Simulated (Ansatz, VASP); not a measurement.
**ZrS: VASP beside Ansatz**

```
Zr S
1.0
     0.00000    2.56714    2.56714
     2.56714    0.00000    2.56714
     2.56714    2.56714    0.00000
Zr S
1 1
Direct
  0.98898 0.01102 0.01102
  0.53136 0.46864 0.46864
```

Change from the starting cell: mode 4 frozen in at -0.161 Å, normal strain along x +0.0000.

Alike in both runs: task single point; functional LDA; k mesh 16 × 16 × 16; occupations gaussian, width 0.15 eV; no spin polarisation.

```csv
,VASP,Ansatz
version,VASP 6.6.1,Ansatz 0.2.0
potentials or method,"VASP PAW LDA potentials, release 64 (Zr_sv, S), cutoff 520 eV","scalar-relativistic, plane waves, PAW"
valence electrons in the cell,18,18
```

```csv
,VASP,Ansatz,Ansatz less VASP
gap on the k mesh at the Fermi level (eV),none,none,-
pressure (GPa),3.7,3.5,-0.20
"traceless stress, the component that is largest in VASP (GPa)",9.06,9.04,-0.023
rms of the force components (eV/Å),1.069,1.060,-0.0090
```

Ansatz warns that its potentials were made for another functional, while VASP's fit it. LDA's correlation is that of Perdew and Zunger in VASP and of Perdew and Wang (1992) in Ansatz. Atom by atom the forces differ by 0.009 eV/Å (rms over components). A gap of «none» marks a metal or a gap that the smearing closes.
